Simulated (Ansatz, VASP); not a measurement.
**Two plane-wave programs on Ti**

INCAR

```
PREC = Accurate
ENCUT = 520
EDIFF = 1E-6
ISMEAR = 0
SIGMA = 0.15
LREAL = F
LASPH = T
NELM = 80
ALGO = Fast
ISIF = 2
LWAVE = F
LCHARG = F
GGA = PS
NBANDS = 25
```

File KPOINTS:

```
Automatic mesh
0
Gamma
  12 12 18
```

POSCAR

```
Ti
1.0
    4.7410545669      0.0000000000      0.0000000000
   -2.3705272834      4.1058736957      0.0000000000
    0.0000000000      0.0000000000      2.8687634958
Ti
3
Direct
    0.0000000000      0.0000000000      0.0000000000
    0.3333333333      0.6666666667      0.5000000000
    0.6666666667      0.3333333333      0.5000000000
```

Input for Ansatz:

```yaml
crystal:
  lattice:
    - [4.7410545669, 0.0, 0.0]
    - [-2.3705272834, 4.1058736957, 0.0]
    - [0.0, 0.0, 2.8687634958]
  atoms:
    - { symbol: Ti, position: [0.0, 0.0, 0.0] }
    - { symbol: Ti, position: [0.3333333333, 0.6666666667, 0.5] }
    - { symbol: Ti, position: [0.6666666667, 0.3333333333, 0.5] }
basis:
  ecutwfc: 420
kpoints:
  mp_grid: { grid: [12, 12, 18] }
hamiltonian:
  xc: pbesol
scf:
  occupations: { method: gaussian, width: 0.15 }
output:
  forces: true
  stress: true
  eigenvalues: true
```

Change from the starting cell: strain +0.050 along x and y, +0.025 along z, atoms carried along.

Alike in both runs: task single point; functional PBEsol; k mesh 12 × 12 × 18; occupations gaussian, width 0.15 eV; no spin polarisation.

|  | VASP | Ansatz |
| --- | --- | --- |
| version | VASP 6.6.1 | Ansatz 0.2.0 |
| potentials or method | VASP PAW PBE potentials, release 64 (Ti_sv), cutoff 520 eV | scalar-relativistic, plane waves, PAW |
| valence electrons in the cell | 36 | 36 |

VASP gave:

* gap on the k mesh at the Fermi level (eV): none
* pressure (GPa): -12.0
* traceless stress, the component that is largest in VASP (GPa): 2.21

Estimate Ansatz's values.

gap on the k mesh at the Fermi level (eV): none; pressure (GPa): -11.7; traceless stress, the component that is largest in VASP (GPa): 2.22.

VASP's potentials were made for PBE, not for PBEsol. A gap of «none» marks a metal or a gap that the smearing closes. The functional is the same, so the differences come from potentials, cutoffs and numerics.
